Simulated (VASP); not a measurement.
Input of a VASP 6.6.1 run:

The input POSCAR:

```
LiH
1.0
    0.0000000000      2.0029948777      2.0029948777
    2.0029948777      0.0000000000      2.0029948777
    2.0029948777      2.0029948777      0.0000000000
Li H
1 1
Direct
    0.0000000000      0.0000000000      0.0000000000
    0.5000000000      0.5000000000      0.5000000000
```

The input INCAR.step1:

```
PREC = Accurate
ENCUT = 520
EDIFF = 1E-5
ISMEAR = 0
SIGMA = 0.01
LREAL = False
LASPH = True
NELM = 80
ALGO = Normal
ISIF = 2
LWAVE = True
GGA = PE
NBANDS = 9
```

The input INCAR.step2:

```
PREC = Accurate
ENCUT = 520
EDIFF = 1E-7
ISMEAR = 0
SIGMA = 0.01
LREAL = False
LASPH = True
NELM = 80
ALGO = Normal
ISIF = 2
LWAVE = False
LCHARG = True
GGA = PE
LHFCALC = True
AEXX = 0.25
PRECFOCK = Normal
LELF = True
LVHAR = True
ISTART = 1
NBANDS = 9
```

The input KPOINTS:

```
Automatic mesh
0
Gamma
  8 8 8
```

Potentials or basis: VASP PAW PBE potentials, release 64 (Li_sv, H).

The run is started by

```bash
$ cat potpaw_PBE.64/Li_sv/POTCAR potpaw_PBE.64/H/POTCAR > POTCAR
$ cp INCAR.step1 INCAR
$ mpirun -np 1 vasp_std > vasp.out
$ cp INCAR.step2 INCAR
$ mpirun -np 1 vasp_std > vasp.out
```

(1) What does it give for the band gap on the k mesh?

Results:

(1) 4.67 eV.
